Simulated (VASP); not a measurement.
Wanted: the native input for a VASP 6.6.1 run.

- Task: single point
- Functional: LDA
- Potentials or basis: VASP PAW LDA potentials, release 64 (W_sv, Si)
- Cutoff: 520 eV
- k mesh: 14 × 14 × 14
- Occupations: fermi-dirac, width 0.08 eV
- Spin: no spin polarisation
- Dipole correction: no
- Further INCAR settings: ALGO = Normal; EDIFF = 1e-06; NBANDS = 18

The structure of Si2W (MoSi2 type) lies in POSCAR:

```
Si2W
1.0
   -1.3367861967      1.3367861967      3.4193683881
    1.3367861967     -1.3367861967      3.4193683881
    1.3367861967      1.3367861967     -3.4193683881
W Si
1 2
Direct
    0.0000000000      0.0000000000      0.0000000000
    0.3287140480      0.3287140480      0.0000000000
   -0.3287140480     -0.3287140480      0.0000000000
```

This cell differs from its parent crystal: volume scaled by 0.62, level accurate.

The input as run:

INCAR

```
  PREC = Accurate
  ENCUT = 520
  EDIFF = 1E-6
  ISMEAR = -1
  SIGMA = 0.08
  LREAL = False
  LASPH = True
  NELM = 80
  ALGO = Normal
  ISIF = 2
  LWAVE = False
  LCHARG = False
  GGA = CA
  NBANDS = 18
```

KPOINTS

```
Automatic mesh
0
Gamma
  14 14 14
```

Potentials or basis: VASP PAW LDA potentials, release 64 (W_sv, Si).

Command:

```sh
$ cat potpaw_LDA.64/W_sv/POTCAR potpaw_LDA.64/Si/POTCAR > POTCAR
$ mpirun -np 1 vasp_std > vasp.out
```

It gave:

```json
{
 "Pressure": "311.9 GPa",
 "Largest force": "0.060 eV/Å",
 "Band gap on the k mesh": "zero (band 11 reaches 22.70 eV, above the bottom of band 12 at 19.91 eV)"
}
```

Caveat: spin-orbit coupling is left out, which moves the levels of the heavy elements.

Run time: 76 s on 1 thread of AMD EPYC 9R45 96-Core Processor (Zen 5), with other jobs on the host, peak memory 0.2 GiB.
